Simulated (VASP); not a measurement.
# Pt in VASP: relaxation of the atoms with PBEsol

Aim: the relaxation of the atoms of Pt with PBEsol.

Everything below comes from runs of VASP 6.6.1. Logs are shortened: lines on timing, memory, paths and dates and some standing lists are left out, and cuts for length are marked.

## Step 1: The cell of the first run

The cell holds a slab with vacuum, 5 atoms: a = 2.773 Å, b = 2.773 Å, c = 23.844 Å, α = 90.00°, β = 90.00°, γ = 90.00°.

## Step 2: Relaxation of the atoms, PBEsol

The input, INCAR:

```
  PREC = Accurate
  ENCUT = 520
  EDIFF = 1E-6
  ISMEAR = 1
  SIGMA = 0.15
  LREAL = False
  LASPH = True
  NELM = 60
  ALGO = Normal
  ISIF = 2
  LWAVE = False
  LCHARG = False
  LDIPOL = True
  IDIPOL = 3
  DIPOL = 0.5 0.5 0.500
  GGA = PS
  IBRION = 2
  NSW = 50
  EDIFFG = -0.03
```

The input, KPOINTS:

```
Automatic mesh
0
Gamma
  7 7 1
```

The input, POSCAR:

```
Pt
1.0
    2.7731313745      0.0000000000      0.0000000000
    0.0000000000      2.7731313745      0.0000000000
    0.0000000000      0.0000000000     23.8436000000
Pt
5
Selective dynamics
Direct
    0.0000000000      0.0000000000      0.3355198041  F F F
    0.5000000000      0.5000000000      0.4177599020  F F F
    1.0000000000      0.0000000000      0.5000000000  T T T
    0.5000000000      0.5000000000      0.5822400980  T T T
    1.0000000000      0.0000000000      0.6644801959  T T T
```

Potentials or basis: VASP PAW PBE potentials, release 64 (Pt).

Run with:

```
> cat potpaw_PBE.64/Pt/POTCAR > POTCAR
> mpirun -np 1 vasp_std > vasp.out
```

OUTCAR:

```text
PREC = Accurate
   ENCUT = 520
   EDIFF = 1E-6
   ISMEAR = 1
   LREAL = False
   LASPH = True
   NELM = 60
   ISIF = 2
   GGA = PS
   IBRION = 2
   NSW = 50
   EDIFFG = -0.03

 ion  position               nearest neighbor table
   1  0.000  0.000  0.336-   2 2.77   2 2.77   2 2.77   2 2.77
   2  0.500  0.500  0.418-   1 2.77   1 2.77   1 2.77   1 2.77   3 2.77   3 2.77   3 2.77   3 2.77

   3  0.000  0.000  0.500-   2 2.77   4 2.77   2 2.77   4 2.77   2 2.77   4 2.77   2 2.77   4 2.77

   4  0.500  0.500  0.582-   5 2.77   5 2.77   5 2.77   5 2.77   3 2.77   3 2.77   3 2.77   3 2.77

   5  0.000  0.000  0.664-   4 2.77   4 2.77   4 2.77   4 2.77

  LATTYP: Found a simple tetragonal cell.
 ALAT       =     2.7731313745
 C/A-ratio  =     8.5980780497

  Lattice vectors:

 A1 = (   2.7731313745,   0.0000000000,   0.0000000000)
 A2 = (   0.0000000000,   2.7731313745,   0.0000000000)
 A3 = (   0.0000000000,   0.0000000000,  23.8436000000)

Analysis of symmetry for initial positions (statically):
=====================================================================
 Subroutine PRICEL returns:
 Original cell was already a primitive cell.

 Routine SETGRP: Setting up the symmetry group for a
 simple tetragonal supercell.

 Subroutine GETGRP returns: Found 16 space group operations
 (whereof 16 operations were pure point group operations)
 out of a pool of 16 trial point group operations.

The static configuration has the point symmetry D_4h.

Analysis of symmetry for dynamics (positions and initial velocities):
=====================================================================
 Subroutine PRICEL returns:
 Original cell was already a primitive cell.

 Routine SETGRP: Setting up the symmetry group for a
 simple tetragonal supercell.

 Subroutine GETGRP returns: Found 16 space group operations
 (whereof 16 operations were pure point group operations)
 out of a pool of 16 trial point group operations.

The dynamic configuration has the point symmetry D_4h.

Analysis of constrained symmetry for selective dynamics:
=====================================================================
 Subroutine PRICEL returns:
 Original cell was already a primitive cell.

 Routine SETGRP: Setting up the symmetry group for a
 simple tetragonal supercell.

 Subroutine GETGRP returns: Found  8 space group operations
 (whereof  8 operations were pure point group operations)
 out of a pool of 16 trial point group operations.

The constrained configuration has the point symmetry C_4v.

 Subroutine INISYM returns: Found  8 space group operations
 (whereof  8 operations are pure point group operations),
 and found     1 'primitive' translations

----------------------------------------------------------------------------------------

                                     Primitive cell

  volume of cell :     183.3634

  direct lattice vectors                    reciprocal lattice vectors
     2.773131375  0.000000000  0.000000000     0.360603183  0.000000000  0.000000000
     0.000000000  2.773131375  0.000000000     0.000000000  0.360603183  0.000000000
     0.000000000  0.000000000 23.843600000     0.000000000  0.000000000  0.041939976

  length of vectors
     2.773131375  2.773131375 23.843600000     0.360603183  0.360603183  0.041939976

  position of ions in fractional coordinates (direct lattice)
     0.000000000  0.000000000  0.335519804
     0.500000000  0.500000000  0.417759902
     0.000000000  0.000000000  0.500000000
     0.500000000  0.500000000  0.582240098
     0.000000000  0.000000000  0.664480196

  ion indices of the primitive-cell ions
   primitive index   ion index
                 1           1
                 2           2
                 3           3
                 4           4
                 5           5

----------------------------------------------------------------------------------------

 KPOINTS: Automatic mesh

Automatic generation of k-mesh.
 Grid dimensions read from file:
 generate k-points for:    7    7    1

 Generating k-lattice:

  Cartesian coordinates                     Fractional coordinates (reciprocal lattice)
     0.051514740  0.000000000  0.000000000     0.142857143  0.000000000  0.000000000
     0.000000000  0.051514740  0.000000000     0.000000000  0.142857143  0.000000000
     0.000000000  0.000000000  0.041939976     0.000000000  0.000000000  1.000000000

  Length of vectors
     0.051514740  0.051514740  0.041939976

  Shift w.r.t. Gamma in fractional coordinates (k-lattice)
     0.000000000  0.000000000  0.000000000

 Subroutine IBZKPT returns following result:
 ===========================================

 Found     10 irreducible k-points:

 Following reciprocal coordinates:
            Coordinates               Weight
  0.000000  0.000000  0.000000      1.000000
  0.142857  0.000000  0.000000      4.000000
  0.285714  0.000000  0.000000      4.000000
  0.428571  0.000000  0.000000      4.000000
  0.142857  0.142857  0.000000      4.000000
  0.285714  0.142857  0.000000      8.000000
  0.428571  0.142857  0.000000      8.000000
  0.285714  0.285714  0.000000      4.000000
  0.428571  0.285714  0.000000      8.000000
  0.428571  0.428571  0.000000      4.000000
   k-points           NKPTS =     10   k-points in BZ     NKDIM =     10   number of bands    NBANDS=     30
   number of dos      NEDOS =    301   number of ions     NIONS =      5
   total plane-waves  NPLWV = 103680
   dimension x,y,z NGX =    24 NGY =   24 NGZ =  180
   dimension x,y,z NGXF=    48 NGYF=   48 NGZF=  360
   ions per type =               5
   NGX,Y,Z   is equivalent  to a cutoff of  14.39, 14.39, 12.55 a.u.
   NGXF,Y,Z  is equivalent  to a cutoff of  28.78, 28.78, 25.10 a.u.
 SYSTEM =  unknown system
   PREC   = accura    normal or accurate (medium, high low for compatibility)
   ISTART =      0    job   : 0-new  1-cont  2-samecut
   ICHARG =      2    charge: 1-file 2-atom 10-const
   ISPIN  =      1    spin polarized calculation?
   LNONCOLLINEAR =      F non collinear calculations
   LSORBIT =      F    spin-orbit coupling
   LASPH  =      T    aspherical Exc in radial PAW
   ENCUT  =  520.0 eV  38.22 Ry    6.18 a.u.   5.16  5.16 44.33*2*pi/ulx,y,z
   NELM   =     60;   NELMIN=  2; NELMDL= -5     # of ELM steps
   EDIFF  = 0.1E-05   stopping-criterion for ELM
   LREAL  =      F    real-space projection
   EDIFFG = -.3E-01   stopping-criterion for IOM
   NSW    =     50    number of steps for IOM
   IBRION =      2    ionic relax: 0-MD 1-quasi-New 2-CG
   NFREE  =      1    steps in history (QN), initial steepest desc. (CG)
   ISIF   =      2    stress and relaxation
   ISYM   =      2    0-nonsym 1-usesym 2-fastsym
   POTIM  = 0.5000    time-step for ionic-motion
   TEBEG  =    0.0;   TEEND  =   0.0 temperature during run
   PSTRESS=    0.0 pullay stress
   NELECT =      50.0000    total number of electrons
   NUPDOWN=      -1.0000    fix difference up-down
   EMIN   =  10.00;   EMAX   =-10.00  energy-range for DOS
   EFERMI =   0.00;   METHOD = LEGACY
   ISMEAR =     1;   SIGMA  =   0.15  broadening in eV -4-tet -1-fermi 0-gaus
   EFERMI_NEDOS =   21; number of points for ismear=-14 and -15
   IALGO  =     38    algorithm
   IMIX   =      4    mixing-type and parameters
     AMIX     =   0.40;   BMIX     =  1.00
     AMIX_MAG =   1.60;   BMIX_MAG =  1.00
  volume/ion in A,a.u.               =      36.67       247.48
  Fermi-wavevector in a.u.,A,eV,Ry     =   1.061599  2.006132 15.333670  1.126993
  Thomas-Fermi vector in A             =   2.197021
   LORBIT       =      0    0 simple, 1 ext, 2 COOP (PROOUT), +10 PAW based schemes
   GGA     = PS    functional components
   LHFCALC =     F    Hartree Fock is set to
   AEXX    =    0.0000 exact exchange contribution
   IVDW    =     0    specifies the selected vdW correction
   LEPSILON=     F    determine dielectric tensor
   LRPA    =     F    only Hartree local field effects (RPA)
 conjugate gradient relaxation of ions
 non-spin polarized calculation
 Methfessel and Paxton  Order N= 1 SIGMA  =   0.15
  energy-cutoff  :      520.00
  volume of cell :      183.36
 maximum number of plane-waves:      4964
 NGX is ok and might be reduce to    24
   NGX = 11   NGY = 11   NGZ = 89

--------------------------------------- Ionic step        1  -------------------------------------------

 number of electron      49.9999996 magnetization

 Free energy of the ion-electron system (eV)
  ---------------------------------------------------
  ext. energy  EPLUGINS =         0.00000000
  ---------------------------------------------------
  free energy    TOTEN  =       -32.65864780 eV

  energy without entropy =      -32.65541791  energy(sigma->0) =      -32.65757117

------------------------ aborting loop because EDIFF is reached ----------------------------------------

  FORCE on cell =-STRESS in cart. coord.  units (eV):
  Direction    XX          YY          ZZ          XY          YZ          ZX
  --------------------------------------------------------------------------------------
  -------------------------------------------------------------------------------------
  Total       -5.5698817     -5.5698817     -2.1151600      0.0000000      0.0000000      0.0000000
  in kB      -48.6680378    -48.6680378    -18.4816647      0.0000000      0.0000000      0.0000000
  external PRESSURE =     -38.6059134 kB  Pullay stress =       0.0000000 kB
[... 98 lines left out ...]
  FREE ENERGIE OF THE ION-ELECTRON SYSTEM (eV)
  ---------------------------------------------------
  free  energy   TOTEN  =       -32.6646676967 eV

  energy  without entropy=      -32.6599456212  energy(sigma->0) =      -32.66309367

[... ionic steps 4 to 7 ...]

--------------------------------------- Ionic step        8  -------------------------------------------

 number of electron      49.9999997 magnetization

------------------------ aborting loop because EDIFF is reached ----------------------------------------

  FORCE on cell =-STRESS in cart. coord.  units (eV):
  Direction    XX          YY          ZZ          XY          YZ          ZX
  --------------------------------------------------------------------------------------
  -------------------------------------------------------------------------------------
  Total       -4.6160748     -4.6160748     -1.0032510      0.0000000      0.0000000      0.0000000
  in kB      -40.3339455    -40.3339455     -8.7661209      0.0000000      0.0000000      0.0000000
  external PRESSURE =     -29.8113373 kB  Pullay stress =       0.0000000 kB
[... 59 lines left out ...]
  FREE ENERGIE OF THE ION-ELECTRON SYSTEM (eV)
  ---------------------------------------------------
  free  energy   TOTEN  =       -32.6706081345 eV

  energy  without entropy=      -32.6657428064  energy(sigma->0) =      -32.66898636

 dipolmoment           0.000000      0.000000      0.000053 electrons x Angstroem

--------------------------------------- Ionic step       10  -------------------------------------------

 number of electron      49.9999996 magnetization

 dipolmoment           0.000000      0.000000     -0.000527 electrons x Angstroem

 Free energy of the ion-electron system (eV)
  ---------------------------------------------------
  ext. energy  EPLUGINS =         0.00000000
  ---------------------------------------------------
  free energy    TOTEN  =       -32.67154957 eV

  energy without entropy =      -32.66643124  energy(sigma->0) =      -32.66984346

 E-fermi :   1.1431     XC(G=0):  -6.3665

 val. band max:        1.1412793621   @ k =   0.0000   0.0000   0.0000
 cond. band min:       1.1681934408   @ k =   0.2857   0.0000   0.0000
 fundamental gap:      0.0269140788
 Fermi energy:         1.1430735095

 k-point     1 :       0.0000    0.0000    0.0000
  band No.  band energies     occupation
      1      -8.7869      2.00000
      2      -7.4197      2.00000
      3      -6.0646      2.00000
      4      -5.4913      2.00000
      5      -5.4203      2.00000
      6      -5.1958      2.00000
[... 319 lines left out ...]
     29       6.5076      0.00000
     30       7.2123      0.00000

------------------------ aborting loop because EDIFF is reached ----------------------------------------

 vacuum level on the upper side and lower side of the slab       (xc-potential included)        -0.096        -0.044

  FORCE on cell =-STRESS in cart. coord.  units (eV):
  Direction    XX          YY          ZZ          XY          YZ          ZX
  --------------------------------------------------------------------------------------
  -------------------------------------------------------------------------------------
  Total       -4.3711838     -4.3711838     -0.7663811      0.0000000      0.0000000     -0.0000000
  in kB      -38.1941574    -38.1941574     -6.6964194      0.0000000      0.0000000     -0.0000000
  external PRESSURE =     -27.6949114 kB  Pullay stress =       0.0000000 kB

 VOLUME and BASIS-vectors are now :
 -----------------------------------------------------------------------------
  energy-cutoff  :      520.00
  volume of cell :      183.36
      direct lattice vectors                 reciprocal lattice vectors
     2.773131375  0.000000000  0.000000000     0.360603183  0.000000000  0.000000000
     0.000000000  2.773131375  0.000000000     0.000000000  0.360603183  0.000000000
     0.000000000  0.000000000 23.843600000     0.000000000  0.000000000  0.041939976
[... 11 lines left out ...]
  FREE ENERGIE OF THE ION-ELECTRON SYSTEM (eV)
  ---------------------------------------------------
  free  energy   TOTEN  =       -32.6715495709 eV

  energy  without entropy=      -32.6664312371  energy(sigma->0) =      -32.66984346

 reached required accuracy - stopping structural energy minimisation

 vacuum level on the upper side and lower side of the slab         6.803         6.839
```

Wall time 19 min (1 thread of Intel Xeon 8259CL, shared host); peak memory 0.33 GiB.

What came out:

```yaml
Free_energy: -32.6715 eV
Energy_gained_by_relaxing: 2.6 meV/atom
Ionic_steps: 10
Band_gap_on_the_k_mesh: zero (bands 25 and 26 overlap by 1.16 eV)
```

Step by step:
```tsv
step	energy change (eV)	largest force on free atoms (eV/Å)	pressure (GPa)
1	0.0000	0.3558	-3.86
2	-0.0053	0.1797	-3.68
3	-0.0060	0.1586	-3.58
4	-0.0076	0.1172	-3.47
5	-0.0085	0.1063	-3.36
6	-0.0085	0.1402	-3.32
7	-0.0100	0.1129	-3.22
8	-0.0122	0.0541	-2.98
9	-0.0120	0.0786	-2.48
10	-0.0129	0.0141	-2.77
```

Final structure:
```
CELL_PARAMETERS angstrom
2.77313 0.00000 0.00000
0.00000 2.77313 0.00000
0.00000 0.00000 23.84360
ATOMIC_POSITIONS crystal
Pt 0.00000 0.00000 0.33552
Pt 0.50000 0.50000 0.41776
Pt 0.00000 0.00000 0.49900
Pt 0.50000 0.50000 0.58030
Pt 0.00000 0.00000 0.66056
```

Levels at points of the mesh, in eV from the Fermi level:
| k point | band 22 | band 23 | band 24 | band 25 | band 26 | band 27 | band 28 | band 29 |
| --- | --- | --- | --- | --- | --- | --- | --- | --- |
| (0.00, 0.00, 0.00) | -1.12 | -0.55 | -0.40 | -0.40 | 0.00 | 0.12 | 0.32 | 0.32 |

Caveat: the PAW data sets were made with another functional, which shifts forces and pressure a little; spin-orbit coupling is left out, which moves the levels of the heavy elements.

The gap in the log of VASP goes by the Fermi energy; the results here count the filled bands.